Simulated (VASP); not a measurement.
# HC2 in VASP: relaxation of the atoms with PBEsol

Aim: the relaxation of the atoms of HC2 with PBEsol.

All numbers are computed with VASP 6.6.1; they aren't measurements. Logs are shortened: lines on timing, memory, paths and dates and some standing lists are left out, and cuts for length are marked.

## 1. The cell of the first run

The cell holds a slab with vacuum, 30 atoms: a = 5.049 Å, b = 5.049 Å, c = 15.165 Å, α = 90.00°, β = 90.00°, γ = 90.00°.

## 2. Relaxation of the atoms, PBEsol

INCAR reads:

```
SYSTEM = HC2
PREC     = Accurate       ! precision mode
ENCUT    = 520            ! plane-wave cutoff, eV
EDIFF    = 1E-7           ! SCF threshold, eV
ISMEAR   = -1             ! smearing method
SIGMA    = 0.05           ! smearing width, eV
LREAL    = Auto         
LASPH    = .True.         ! aspherical terms in the spheres
NELM     = 80             ! most SCF steps
ALGO     = Normal         ! electronic algorithm
ISIF     = 2              ! what is computed and relaxed
LWAVE    = .False.        ! write WAVECAR
LCHARG   = .False.        ! write CHGCAR
GGA      = PS             ! functional
IBRION   = 2              ! ionic algorithm
NSW      = 45             ! ionic steps
EDIFFG   = -0.08          ! ionic threshold
```

KPOINTS reads:

```
Automatic mesh
0
Gamma
  2 2 1
  0 0 0
```

POSCAR reads:

```
HC2
1.0
    5.0487420000      0.0000000000      0.0000000000
    0.0000000000      5.0487420000      0.0000000000
    0.0000000000      0.0000000000     15.1647000000
H C
10 20
Selective dynamics
Direct
    0.4277868000      0.0000000000      0.0659426000  F F F
    0.0722132000      0.0000000000      0.0659426000  F F F
    0.9277868000      0.0000000000      0.0659426000  F F F
    0.5722132000      0.0000000000      0.0659426000  F F F
    0.4277868000      0.5000000000      0.0659426000  F F F
    0.0722132000      0.5000000000      0.0659426000  F F F
    0.9277868000      0.5000000000      0.0659426000  F F F
    0.5722132000      0.5000000000      0.0659426000  F F F
    0.3470621000      0.3481901000      0.4111324000  T T T
    0.4308369000      0.2183819000      0.4111324000  T T T
    0.2500000000      0.0000000000      0.1077964000  F F F
    0.7500000000      0.0000000000      0.1077964000  F F F
    0.2500000000      0.5000000000      0.1077964000  F F F
    0.7500000000      0.5000000000      0.1077964000  F F F
    0.2500000000      0.2500000000      0.1666502000  F F F
    0.7500000000      0.2500000000      0.1666502000  F F F
    0.2500000000      0.7500000000      0.1666502000  F F F
    0.7500000000      0.7500000000      0.1666502000  F F F
    0.0000000000      0.2500000000      0.2255040000  T T T
    0.5000000000      0.2500000000      0.2255040000  T T T
    0.0000000000      0.7500000000      0.2255040000  T T T
    0.5000000000      0.7500000000      0.2255040000  T T T
    0.0000000000      0.0000000000      0.2843578000  T T T
    0.5000000000      0.0000000000      0.2843578000  T T T
    0.0000000000      0.5000000000      0.2843578000  T T T
    0.5000000000      0.5000000000      0.2843578000  T T T
    0.2500000000      0.0969069000      0.3405738000  T T T
    0.7500000000      0.0969069000      0.3405738000  T T T
    0.2500000000      0.4030931000      0.3168345000  T T T
    0.7500000000      0.4030931000      0.3168345000  T T T
```

Potentials or basis: VASP PAW PBE potentials, release 64 (H, C).

Run with:

```sh
$ cat potpaw_PBE.64/H/POTCAR potpaw_PBE.64/C/POTCAR > POTCAR
$ mpirun -np 1 vasp_std > vasp.out
```

OUTCAR:

```text
SYSTEM = HC2
   PREC = Accurate
   ENCUT = 520
   EDIFF = 1E-7
   ISMEAR = -1
   LREAL = Auto
   LASPH = .True.
   NELM = 80
   ISIF = 2
   GGA = PS
   IBRION = 2
   NSW = 45
   EDIFFG = -0.08

 ion  position               nearest neighbor table
   1  0.428  0.000  0.066-   4 0.73  11 1.10
   2  0.072  0.000  0.066-   3 0.73  11 1.10
   3  0.928  0.000  0.066-   2 0.73  12 1.10
   4  0.572  0.000  0.066-   1 0.73  12 1.10
   5  0.428  0.500  0.066-   8 0.73  13 1.10
   6  0.072  0.500  0.066-   7 0.73  13 1.10
   7  0.928  0.500  0.066-   6 0.73  14 1.10
   8  0.572  0.500  0.066-   5 0.73  14 1.10
   9  0.347  0.348  0.411-  10 0.78
  10  0.431  0.218  0.411-   9 0.78
  11  0.250  0.000  0.108-   1 1.10   2 1.10  15 1.55  17 1.55
  12  0.750  0.000  0.108-   3 1.10   4 1.10  16 1.55  18 1.55
  13  0.250  0.500  0.108-   5 1.10   6 1.10  15 1.55  17 1.55
  14  0.750  0.500  0.108-   7 1.10   8 1.10  16 1.55  18 1.55
  15  0.250  0.250  0.167-  11 1.55  13 1.55  19 1.55  20 1.55
  16  0.750  0.250  0.167-  12 1.55  14 1.55  19 1.55  20 1.55
  17  0.250  0.750  0.167-  11 1.55  13 1.55  21 1.55  22 1.55
  18  0.750  0.750  0.167-  12 1.55  14 1.55  21 1.55  22 1.55
  19  0.000  0.250  0.226-  15 1.55  16 1.55  23 1.55  25 1.55  29 2.03  30 2.03
  20  0.500  0.250  0.226-  15 1.55  16 1.55  24 1.55  26 1.55  29 2.03  30 2.03
  21  0.000  0.750  0.226-  17 1.55  18 1.55  23 1.55  25 1.55
  22  0.500  0.750  0.226-  17 1.55  18 1.55  24 1.55  26 1.55
  23  0.000  0.000  0.284-  19 1.55  21 1.55  27 1.60  28 1.60
  24  0.500  0.000  0.284-  20 1.55  22 1.55  27 1.60  28 1.60
  25  0.000  0.500  0.284-  29 1.44  30 1.44  19 1.55  21 1.55
  26  0.500  0.500  0.284-  29 1.44  30 1.44  20 1.55  22 1.55
  27  0.250  0.097  0.341-  29 1.59  24 1.60  23 1.60
  28  0.750  0.097  0.341-  30 1.59  24 1.60  23 1.60
  29  0.250  0.403  0.317-  25 1.44  26 1.44  27 1.59  20 2.03  19 2.03
  30  0.750  0.403  0.317-  25 1.44  26 1.44  28 1.59  20 2.03  19 2.03

  LATTYP: Found a simple tetragonal cell.
 ALAT       =     5.0487420000
 C/A-ratio  =     3.0036591293

  Lattice vectors:

 A1 = (   5.0487420000,   0.0000000000,   0.0000000000)
 A2 = (   0.0000000000,   5.0487420000,   0.0000000000)
 A3 = (   0.0000000000,   0.0000000000,  15.1647000000)

Analysis of symmetry for initial positions (statically):
=====================================================================
 Subroutine PRICEL returns:
 Original cell was already a primitive cell.

 Routine SETGRP: Setting up the symmetry group for a
 simple tetragonal supercell.

 Subroutine GETGRP returns: Found  1 space group operations
 (whereof  1 operations were pure point group operations)
 out of a pool of 16 trial point group operations.

The static configuration has the point symmetry C_1 .

Analysis of symmetry for dynamics (positions and initial velocities):
=====================================================================
 Subroutine PRICEL returns:
 Original cell was already a primitive cell.

 Routine SETGRP: Setting up the symmetry group for a
 simple tetragonal supercell.

 Subroutine GETGRP returns: Found  1 space group operations
 (whereof  1 operations were pure point group operations)
 out of a pool of 16 trial point group operations.

The dynamic configuration has the point symmetry C_1 .

Analysis of constrained symmetry for selective dynamics:
=====================================================================
 Subroutine PRICEL returns:
 Original cell was already a primitive cell.

 Routine SETGRP: Setting up the symmetry group for a
 simple tetragonal supercell.

 Subroutine GETGRP returns: Found  1 space group operations
 (whereof  1 operations were pure point group operations)
 out of a pool of 16 trial point group operations.

The constrained configuration has the point symmetry C_1 .

 Subroutine INISYM returns: Found  1 space group operations
 (whereof  1 operations are pure point group operations),
 and found     1 'primitive' translations

----------------------------------------------------------------------------------------

                                     Primitive cell

  volume of cell :     386.5451

  direct lattice vectors                    reciprocal lattice vectors
     5.048742000  0.000000000  0.000000000     0.198069143  0.000000000  0.000000000
     0.000000000  5.048742000  0.000000000     0.000000000  0.198069143  0.000000000
[... 90 lines left out ...]

 Subroutine IBZKPT returns following result:
 ===========================================

 Found      4 irreducible k-points:

 Following reciprocal coordinates:
            Coordinates               Weight
  0.000000  0.000000  0.000000      1.000000
  0.500000  0.000000  0.000000      1.000000
  0.000000  0.500000  0.000000      1.000000
  0.500000  0.500000  0.000000      1.000000
   k-points           NKPTS =      4   k-points in BZ     NKDIM =      4   number of bands    NBANDS=     61
   number of dos      NEDOS =    301   number of ions     NIONS =     30
   total plane-waves  NPLWV = 192000
   dimension x,y,z NGX =    40 NGY =   40 NGZ =  120
   dimension x,y,z NGXF=    80 NGYF=   80 NGZF=  240
   ions per type =              10  20
   NGX,Y,Z   is equivalent  to a cutoff of  13.17, 13.17, 13.16 a.u.
   NGXF,Y,Z  is equivalent  to a cutoff of  26.34, 26.34, 26.31 a.u.
 SYSTEM =  HC2
   PREC   = accura    normal or accurate (medium, high low for compatibility)
   ISTART =      0    job   : 0-new  1-cont  2-samecut
   ICHARG =      2    charge: 1-file 2-atom 10-const
   ISPIN  =      1    spin polarized calculation?
   LNONCOLLINEAR =      F non collinear calculations
   LSORBIT =      F    spin-orbit coupling
   LASPH  =      T    aspherical Exc in radial PAW
   ENCUT  =  520.0 eV  38.22 Ry    6.18 a.u.   9.39  9.39 28.20*2*pi/ulx,y,z
   NELM   =     80;   NELMIN=  2; NELMDL= -5     # of ELM steps
   EDIFF  = 0.1E-06   stopping-criterion for ELM
   LREAL  =      T    real-space projection
   EDIFFG = -.8E-01   stopping-criterion for IOM
   NSW    =     45    number of steps for IOM
   IBRION =      2    ionic relax: 0-MD 1-quasi-New 2-CG
   NFREE  =      1    steps in history (QN), initial steepest desc. (CG)
   ISIF   =      2    stress and relaxation
   ISYM   =      2    0-nonsym 1-usesym 2-fastsym
   POTIM  = 0.5000    time-step for ionic-motion
   TEBEG  =    0.0;   TEEND  =   0.0 temperature during run
   PSTRESS=    0.0 pullay stress
   NELECT =      90.0000    total number of electrons
   NUPDOWN=      -1.0000    fix difference up-down
   EMIN   =  10.00;   EMAX   =-10.00  energy-range for DOS
   EFERMI =   0.00;   METHOD = LEGACY
   ISMEAR =    -1;   SIGMA  =   0.05  broadening in eV -4-tet -1-fermi 0-gaus
   EFERMI_NEDOS =   21; number of points for ismear=-14 and -15
   IALGO  =     38    algorithm
   IMIX   =      4    mixing-type and parameters
     AMIX     =   0.40;   BMIX     =  1.00
     AMIX_MAG =   1.60;   BMIX_MAG =  1.00
  volume/ion in A,a.u.               =      12.88        86.95
  Fermi-wavevector in a.u.,A,eV,Ry     =   1.007138  1.903215 13.800753  1.014327
  Thomas-Fermi vector in A             =   2.139924
   LORBIT       =      0    0 simple, 1 ext, 2 COOP (PROOUT), +10 PAW based schemes
   GGA     = PS    functional components
   LHFCALC =     F    Hartree Fock is set to
   AEXX    =    0.0000 exact exchange contribution
   IVDW    =     0    specifies the selected vdW correction
   LEPSILON=     F    determine dielectric tensor
   LRPA    =     F    only Hartree local field effects (RPA)
 conjugate gradient relaxation of ions
 non-spin polarized calculation
  energy-cutoff  :      520.00
  volume of cell :      386.55
 maximum number of plane-waves:     10429
 NGX is ok and might be reduce to    40
   NGX = 19   NGY = 19   NGZ = 57

--------------------------------------- Ionic step        1  -------------------------------------------

 number of electron      90.0000011 magnetization

 Free energy of the ion-electron system (eV)
  ---------------------------------------------------
  ext. energy  EPLUGINS =         0.00000000
  ---------------------------------------------------
  free energy    TOTEN  =      -199.67986537 eV

  energy without entropy =     -199.66882609  energy(sigma->0) =     -199.67434573

------------------------ aborting loop because EDIFF is reached ----------------------------------------

  FORCE on cell =-STRESS in cart. coord.  units (eV):
  Direction    XX          YY          ZZ          XY          YZ          ZX
  --------------------------------------------------------------------------------------
  -------------------------------------------------------------------------------------
  Total       75.4654218     -5.3124036      4.0393938     -0.3144157      1.3268993     -2.3524083
  in kB      312.7939950    -22.0191965     16.7427423     -1.3032109      5.4998187     -9.7504153
  external PRESSURE =     102.5058469 kB  Pullay stress =       0.0000000 kB
[... 173 lines left out ...]
  FREE ENERGIE OF THE ION-ELECTRON SYSTEM (eV)
  ---------------------------------------------------
  free  energy   TOTEN  =      -202.7224601729 eV

  energy  without entropy=     -202.7224424095  energy(sigma->0) =     -202.72245129

[... ionic steps 4 to 35 ...]

--------------------------------------- Ionic step       36  -------------------------------------------

 number of electron      90.0000010 magnetization

------------------------ aborting loop because EDIFF is reached ----------------------------------------
[... 123 lines left out ...]
--------------------------------------- Ionic step       38  -------------------------------------------

 number of electron      90.0000010 magnetization

 Free energy of the ion-electron system (eV)
  ---------------------------------------------------
  ext. energy  EPLUGINS =         0.00000000
  ---------------------------------------------------
  free energy    TOTEN  =      -209.04100163 eV

  energy without entropy =     -209.04094546  energy(sigma->0) =     -209.04097355

 E-fermi :   1.5801     XC(G=0):  -5.6635

 val. band max:        1.1167176299   @ k =   0.0000   0.5000   0.0000
 cond. band min:       2.0365303760   @ k =   0.0000   0.5000   0.0000
 fundamental gap:      0.9198127461
 Fermi energy:         1.5801110555

 k-point     1 :       0.0000    0.0000    0.0000
  band No.  band energies     occupation
      1     -20.2605      2.00000
      2     -17.9965      2.00000
      3     -16.0056      2.00000
      4     -15.6633      2.00000
      5     -15.4851      2.00000
      6     -15.4603      2.00000
[... 229 lines left out ...]
     56       6.8744      0.00000
     57       7.0535      0.00000
 [bands above 57 left out]

------------------------ aborting loop because EDIFF is reached ----------------------------------------

  FORCE on cell =-STRESS in cart. coord.  units (eV):
  Direction    XX          YY          ZZ          XY          YZ          ZX
  --------------------------------------------------------------------------------------
  -------------------------------------------------------------------------------------
  Total       73.6193685    -10.4736791     -5.1294515     -0.0734507     -0.3129455      0.0498447
  in kB      305.1423530    -43.4119871    -21.2608847     -0.3044433     -1.2971167      0.2065996
  external PRESSURE =      80.1564938 kB  Pullay stress =       0.0000000 kB
[... 45 lines left out ...]
  FREE ENERGIE OF THE ION-ELECTRON SYSTEM (eV)
  ---------------------------------------------------
  free  energy   TOTEN  =      -209.0410016307 eV

  energy  without entropy=     -209.0409454615  energy(sigma->0) =     -209.04097355

 reached required accuracy - stopping structural energy minimisation
```

Run time: 70 min. Hardware: 1 thread of Intel Xeon Platinum 8259CL at 2.50GHz (Skylake/Cascade Lake), shared host; peak memory 0.49 GiB.

What came out:

- Free energy: -209.0410 eV
- Energy gained by relaxing: 312.0 meV/atom
- Ionic steps: 38
- Band gap on the k mesh: 0.92 eV

The path:
```tsv
step	energy change (eV)	largest force on free atoms (eV/Å)	pressure (GPa)
1	0.0000	6.0049	10.25
2	-1.2426	7.6701	10.29
3	-3.0426	3.2926	9.20
4	-4.5440	5.4453	9.72
5	-4.6714	3.9917	9.35
6	-6.1544	5.8911	8.93
7	-6.2160	6.7767	8.98
8	-7.3328	3.1054	8.41
9	-7.4261	2.6990	8.33
10	-7.9775	2.1854	8.05
11	-8.1531	2.5643	7.96
12	-8.4834	1.8848	7.64
13	-8.6065	2.0244	7.39
14	-8.8546	1.6619	7.37
15	-8.9035	1.4393	7.38
16	-9.0719	1.0565	7.49
17	-9.0893	1.3251	7.56
18	-9.1755	0.7711	7.56
19	-9.1784	0.8924	7.56
20	-9.2572	0.6035	7.72
21	-9.2727	0.9959	7.83
22	-9.3091	0.8439	8.00
23	-9.3100	0.6850	7.97
24	-9.3299	0.3322	7.94
25	-9.3300	0.3548	7.93
26	-9.3422	0.2882	7.99
27	-9.3428	0.4237	8.01
28	-9.3516	0.2568	8.09
29	-9.3516	0.2683	8.09
30	-9.3560	0.2129	8.05
31	-9.3560	0.2091	8.05
32	-9.3581	0.1728	8.05
33	-9.3581	0.1729	8.05
34	-9.3597	0.1042	8.07
35	-9.3598	0.1438	8.07
36	-9.3606	0.1205	8.03
37	-9.3607	0.0932	8.04
38	-9.3611	0.0655	8.02
```

Final structure:
```
CELL_PARAMETERS angstrom
5.04874 0.00000 0.00000
0.00000 5.04874 0.00000
0.00000 0.00000 15.16470
ATOMIC_POSITIONS crystal
H 0.42779 0.00000 0.06594
H 0.07221 0.00000 0.06594
H 0.92779 0.00000 0.06594
H 0.57221 0.00000 0.06594
H 0.42779 0.50000 0.06594
H 0.07221 0.50000 0.06594
H 0.92779 0.50000 0.06594
H 0.57221 0.50000 0.06594
H 0.25171 0.49764 0.40631
H 0.24942 0.00711 0.40694
C 0.25000 0.00000 0.10780
C 0.75000 0.00000 0.10780
C 0.25000 0.50000 0.10780
C 0.75000 0.50000 0.10780
C 0.25000 0.25000 0.16665
C 0.75000 0.25000 0.16665
C 0.25000 0.75000 0.16665
C 0.75000 0.75000 0.16665
C 0.00385 0.25030 0.22013
C 0.49604 0.25020 0.22009
C 0.99984 0.75046 0.23083
C 0.50001 0.75031 0.23076
C 0.00200 0.01732 0.28591
C 0.49734 0.01709 0.28588
C 0.00221 0.48398 0.28584
C 0.49770 0.48383 0.28568
C 0.24966 0.09074 0.33990
C 0.74969 0.11293 0.32972
C 0.25003 0.41121 0.33963
C 0.74978 0.38857 0.32982
```

Levels at points of the mesh, in eV from the valence-band top:
```
           k point  band 43  band 44  band 45  band 46  band 47  band 48
(0.00, 0.00, 0.00)    -1.41    -0.55    -0.10     1.26     2.12     2.95
(0.50, 0.00, 0.00)    -2.24    -2.19    -1.22     1.49     3.38     3.40
(0.00, 0.50, 0.00)    -1.20    -0.30     0.00     0.92     3.10     3.13
(0.50, 0.50, 0.00)    -3.06    -2.40    -0.95     1.29     4.10     4.10
```

Caveat: the k points lie up to 0.62 Å⁻¹ apart; there is no dipole correction, which matters where the two faces differ; the PAW data sets were made with another functional, which shifts forces and pressure a little.
